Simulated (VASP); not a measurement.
# Fe (P6_3/mmc) in VASP: further runs, part 2 of 2

VASP 6.6.1. The steps go on from the part before.

### 4 Electric field gradients, PBE (volume scaled by 0.9405)

Input file INCAR:

```
SYSTEM = Fe
  PREC = Accurate
  ENCUT = 520
  EDIFF = 1E-8
  ISMEAR = -1
  SIGMA = 0.08
  LREAL = .False.
  LASPH = .True.
  NELM = 80
  ALGO = Normal
  ISIF = 2
  LWAVE = .False.
  LCHARG = .False.
  GGA = PE
  LEFG = .True.
  NBANDS = 15
```

Input file KPOINTS:

```
regular mesh
0
Gamma
  17 17 10
  0 0 0
```

Input file POSCAR:

```
Fe
1.0
    2.3848896599      0.0000000000      0.0000000000
   -1.1924448299      2.0653750307      0.0000000000
    0.0000000000      0.0000000000      3.7641728074
Fe
2
Direct
    0.3333333333      0.6666666667      0.2500000000
    0.6666666667      0.3333333333      0.7500000000
```

Potentials or basis: VASP PAW PBE potentials, release 64 (Fe).

Launch:

```
> cat potpaw_PBE.64/Fe/POTCAR > POTCAR
> mpirun -np 1 vasp_std > vasp.out
```

OUTCAR:

```text
SYSTEM = Fe
   PREC = Accurate
   ENCUT = 520
   EDIFF = 1E-8
   ISMEAR = -1
   LREAL = .False.
   LASPH = .True.
   NELM = 80
   ISIF = 2
   GGA = PE

 ion  position               nearest neighbor table
   1  0.333  0.667  0.250-   2 2.33   2 2.33   2 2.33   2 2.33   2 2.33   2 2.33
   2  0.667  0.333  0.750-   1 2.33   1 2.33   1 2.33   1 2.33   1 2.33   1 2.33

  LATTYP: Found a hexagonal cell.
 ALAT       =     2.3848896599
 C/A-ratio  =     1.5783425417

  Lattice vectors:

 A1 = (   2.3848896599,   0.0000000000,   0.0000000000)
 A2 = (  -1.1924448299,   2.0653750307,   0.0000000000)
[... 647 lines left out ...]
  free  energy   TOTEN  =       -16.1587464568 eV

  energy  without entropy=      -16.1096700635  energy(sigma->0) =      -16.13420826

 Electric field gradients (V/A^2)
---------------------------------------------------------------------
 ion       V_xx      V_yy      V_zz      V_xy      V_xz      V_yz
---------------------------------------------------------------------
   1       4.371     4.373    -8.744     0.001     0.000    -0.000
   2       4.371     4.373    -8.744     0.001    -0.000     0.000
---------------------------------------------------------------------

 Electric field gradients after diagonalization (V/A^2)
 (convention: |V_zz| > |V_xx| > |V_yy|)
----------------------------------------------------------------------
 ion       V_xx      V_yy      V_zz     asymmetry (V_yy - V_xx)/ V_zz
----------------------------------------------------------------------
   1       4.373     4.371    -8.744       0.000
   2       4.373     4.371    -8.744       0.000
----------------------------------------------------------------------

           NMR quadrupolar parameters

 Cq : quadrupolar parameter    Cq=e*Q*V_zz/h
 eta: asymmetry parameters     (V_yy - V_xx)/ V_zz
 Q  : nuclear electric quadrupole moment in mb (millibarn)
----------------------------------------------------------------------
 ion       Cq(MHz)       eta       Q (mb)
----------------------------------------------------------------------
   1      -0.021       0.000       1.000
   2      -0.021       0.000       1.000
----------------------------------------------------------------------
```

OSZICAR:

```text
N       E                     dE             d eps       ncg     rms          rms(c)
DAV:   1     0.761929606257E+02    0.76193E+02   -0.72464E+03  6084   0.146E+03
DAV:   2    -0.171273996963E+02   -0.93320E+02   -0.83215E+02  5940   0.247E+02
DAV:   3    -0.191221733434E+02   -0.19948E+01   -0.19275E+01  7207   0.523E+01
DAV:   4    -0.191341819089E+02   -0.12009E-01   -0.12007E-01  7067   0.346E+00
DAV:   5    -0.191343360317E+02   -0.15412E-03   -0.15412E-03  7298   0.388E-01    0.191E+01
DAV:   6    -0.163245104461E+02    0.28098E+01   -0.99751E+00  6682   0.696E+01    0.155E+00
DAV:   7    -0.162011856720E+02    0.12332E+00   -0.51511E-01  7256   0.140E+01    0.128E+00
DAV:   8    -0.161682152184E+02    0.32970E-01   -0.39432E-03  9087   0.909E-01    0.553E-01
DAV:   9    -0.161587786736E+02    0.94365E-02   -0.17954E-03  8618   0.488E-01    0.706E-02
DAV:  10    -0.161587477402E+02    0.30933E-04   -0.11445E-04  7624   0.177E-01    0.272E-02
DAV:  11    -0.161587444309E+02    0.33094E-05   -0.55627E-06  8004   0.527E-02    0.537E-03
DAV:  12    -0.161587459516E+02   -0.15207E-05   -0.26904E-07  6717   0.639E-03    0.191E-03
DAV:  13    -0.161587463703E+02   -0.41868E-06   -0.54623E-09  4882   0.149E-03    0.156E-04
DAV:  14    -0.161587464586E+02   -0.88371E-07   -0.16586E-09  3635   0.407E-04    0.572E-05
DAV:  15    -0.161587464568E+02    0.18529E-08   -0.18212E-10  3453   0.161E-04
   1 F= -.16158746E+02 E0= -.16134208E+02  d E =-.490764E-01
```

stdout:

```text
POSCAR found type information on POSCAR Fe
 POSCAR found :  1 types and       2 ions
 scaLAPACK will be used
 LDA part: xc-table for (Slater+PW92), standard interpolation
 POSCAR, INCAR and KPOINTS ok, starting setup
 FFT: planning ... GRIDC
 FFT: planning ... GRID_SOFT
 FFT: planning ... GRID
 WAVECAR not read
 entering main loop
ion   1

ion   2
```

Wall time 42 s (1 thread of Intel Xeon Platinum 8488C (Sapphire Rapids), shared host); peak memory 0.16 GiB.

What came out:

| Item | Value |
| --- | --- |
| Free energy | -16.1587 eV |
| Pressure | 33.6 GPa |
| Band gap on the k mesh | zero (band 8 reaches 9.00 eV, above the bottom of band 9 at 6.91 eV) |

Electric field gradients, principal values (V/Å²):
```csv
atom,least,middle,greatest (by size)
1 Fe,4.371,4.373,-8.744
2 Fe,4.371,4.373,-8.744
```

Caveat: the cell differs from its parent crystal (volume scaled by 0.9405); without QUAD_EFG the Cq values of the log hold for a quadrupole moment of 1 mb, not for the nuclei; the run has no spin polarisation, though such a crystal can be magnetic.

### 5 Electric field gradients, PBE

This run uses another cell than the first one, of 9.86 Å³/atom, 1.010 times its volume.

Input file INCAR:

```
SYSTEM = Fe
PREC = Accurate ; ENCUT = 520
EDIFF = 1E-8 ; ISMEAR = -1
SIGMA = 0.08 ; LREAL = .FALSE.
LASPH = .TRUE. ; NELM = 100
ALGO = Normal ; ISIF = 2
LWAVE = .FALSE. ; LCHARG = .FALSE.
GGA = PE ; LEFG = .TRUE.
NBANDS = 15
```

Input file KPOINTS:

```
regular mesh
0
G
  17 17 10
  0 0 0
```

Input file POSCAR:

```
Fe
1.0
    2.4341575853      0.0000000000      0.0000000000
   -1.2170787927      2.1080423057      0.0000000000
    0.0000000000      0.0000000000      3.8419344700
Fe
2
Direct
    0.3333333333      0.6666666667      0.2500000000
    0.6666666667      0.3333333333      0.7500000000
```

Potentials or basis: VASP PAW PBE potentials, release 64 (Fe).

Launch:

```
> cat potpaw_PBE.64/Fe/POTCAR > POTCAR
> mpirun -np 1 vasp_std > vasp.out
```

OUTCAR:

```text
SYSTEM = Fe
   PREC = Accurate
   ENCUT = 520
   EDIFF = 1E-8
   ISMEAR = -1
   LREAL = .FALSE.
   LASPH = .TRUE.
   NELM = 100
   ISIF = 2
   GGA = PE

 ion  position               nearest neighbor table
   1  0.333  0.667  0.250-   2 2.38   2 2.38   2 2.38   2 2.38   2 2.38   2 2.38
   2  0.667  0.333  0.750-   1 2.38   1 2.38   1 2.38   1 2.38   1 2.38   1 2.38

  LATTYP: Found a hexagonal cell.
 ALAT       =     2.4341575853
 C/A-ratio  =     1.5783425417

  Lattice vectors:

 A1 = (   2.4341575853,   0.0000000000,   0.0000000000)
 A2 = (  -1.2170787927,   2.1080423057,   0.0000000000)
[... 647 lines left out ...]
  free  energy   TOTEN  =       -16.3141323375 eV

  energy  without entropy=      -16.2606458235  energy(sigma->0) =      -16.28738908

 Electric field gradients (V/A^2)
---------------------------------------------------------------------
 ion       V_xx      V_yy      V_zz      V_xy      V_xz      V_yz
---------------------------------------------------------------------
   1       3.913     3.913    -7.826     0.000     0.000    -0.000
   2       3.913     3.913    -7.826     0.000    -0.000     0.000
---------------------------------------------------------------------

 Electric field gradients after diagonalization (V/A^2)
 (convention: |V_zz| > |V_xx| > |V_yy|)
----------------------------------------------------------------------
 ion       V_xx      V_yy      V_zz     asymmetry (V_yy - V_xx)/ V_zz
----------------------------------------------------------------------
   1       3.913     3.913    -7.826       0.000
   2       3.913     3.913    -7.826       0.000
----------------------------------------------------------------------

           NMR quadrupolar parameters

 Cq : quadrupolar parameter    Cq=e*Q*V_zz/h
 eta: asymmetry parameters     (V_yy - V_xx)/ V_zz
 Q  : nuclear electric quadrupole moment in mb (millibarn)
----------------------------------------------------------------------
 ion       Cq(MHz)       eta       Q (mb)
----------------------------------------------------------------------
   1      -0.019       0.000       1.000
   2      -0.019       0.000       1.000
----------------------------------------------------------------------
```

OSZICAR:

```text
N       E                     dE             d eps       ncg     rms          rms(c)
DAV:   1     0.740847943157E+02    0.74085E+02   -0.72378E+03  6156   0.144E+03
DAV:   2    -0.174971280175E+02   -0.91582E+02   -0.81717E+02  5940   0.242E+02
DAV:   3    -0.194250072088E+02   -0.19279E+01   -0.18568E+01  7123   0.509E+01
DAV:   4    -0.194365270296E+02   -0.11520E-01   -0.11518E-01  7060   0.338E+00
DAV:   5    -0.194366750411E+02   -0.14801E-03   -0.14801E-03  7382   0.378E-01    0.178E+01
DAV:   6    -0.165176637862E+02    0.29190E+01   -0.11662E+01  6605   0.738E+01    0.223E+00
DAV:   7    -0.163536773554E+02    0.16399E+00   -0.74854E-01  7074   0.172E+01    0.108E+00
DAV:   8    -0.163254652528E+02    0.28212E-01   -0.48451E-03  8970   0.109E+00    0.511E-01
DAV:   9    -0.163141637568E+02    0.11301E-01   -0.19966E-03  9087   0.527E-01    0.741E-02
DAV:  10    -0.163141407819E+02    0.22975E-04   -0.15611E-04  7814   0.225E-01    0.330E-02
DAV:  11    -0.163141306806E+02    0.10101E-04   -0.10080E-05  7834   0.709E-02    0.406E-03
DAV:  12    -0.163141317756E+02   -0.10950E-05   -0.52592E-07  6619   0.859E-03    0.189E-03
DAV:  13    -0.163141321804E+02   -0.40477E-06   -0.50479E-09  5489   0.887E-04    0.282E-04
DAV:  14    -0.163141323411E+02   -0.16077E-06   -0.13130E-09  3691   0.377E-04    0.488E-05
DAV:  15    -0.163141323375E+02    0.36164E-08   -0.31271E-10  3509   0.251E-04
   1 F= -.16314132E+02 E0= -.16287389E+02  d E =-.534865E-01
```

stdout:

```text
POSCAR found type information on POSCAR Fe
 POSCAR found :  1 types and       2 ions
 scaLAPACK will be used
 LDA part: xc-table for (Slater+PW92), standard interpolation
 POSCAR, INCAR and KPOINTS ok, starting setup
 FFT: planning ... GRIDC
 FFT: planning ... GRID_SOFT
 FFT: planning ... GRID
 WAVECAR not read
 entering main loop
ion   1

ion   2
```

Run time: 41 s. Hardware: 1 thread of Intel Xeon Platinum 8488C (Sapphire Rapids), shared host; peak memory 0.16 GiB.

What came out:

| Item | Value |
| --- | --- |
| Free energy | -16.3141 eV |
| Pressure | 10.1 GPa |
| Band gap on the k mesh | zero (band 8 reaches 8.17 eV, above the bottom of band 9 at 6.26 eV) |

Electric field gradients, principal values (V/Å²):
```tsv
atom	least	middle	greatest (by size)
1 Fe	3.913	3.913	-7.826
2 Fe	3.913	3.913	-7.826
```

Caveat: without QUAD_EFG the Cq values of the log hold for a quadrupole moment of 1 mb, not for the nuclei; the run has no spin polarisation, though such a crystal can be magnetic.

### 6 Summary

```tsv
cell	gap on the mesh (eV)	pressure (GPa)
a = 2.426, b = 2.426, c = 3.829 Å, angles 90.0, 90.0, 120.0°, 2 atoms	none	13.6
a = 2.458, b = 2.458, c = 3.842 Å, angles 90.0, 90.0, 120.0°, 2 atoms	none	3.9
a = 2.385, b = 2.385, c = 3.764 Å, angles 90.0, 90.0, 120.0°, 2 atoms	none	33.6
a = 2.434, b = 2.434, c = 3.842 Å, angles 90.0, 90.0, 120.0°, 2 atoms	none	10.1
```

Alike in all rows: task electric field gradients; level PBE; potentials or basis VASP PAW PBE potentials, release 64 (Fe); no spin polarisation; k mesh 17 × 17 × 10; cutoff (eV) 520; smearing fermi-dirac 0.08 eV.

Caveats: the run has no spin polarisation, though such a crystal can be magnetic.

Absolute energies hang on the potentials; compare differences alone.
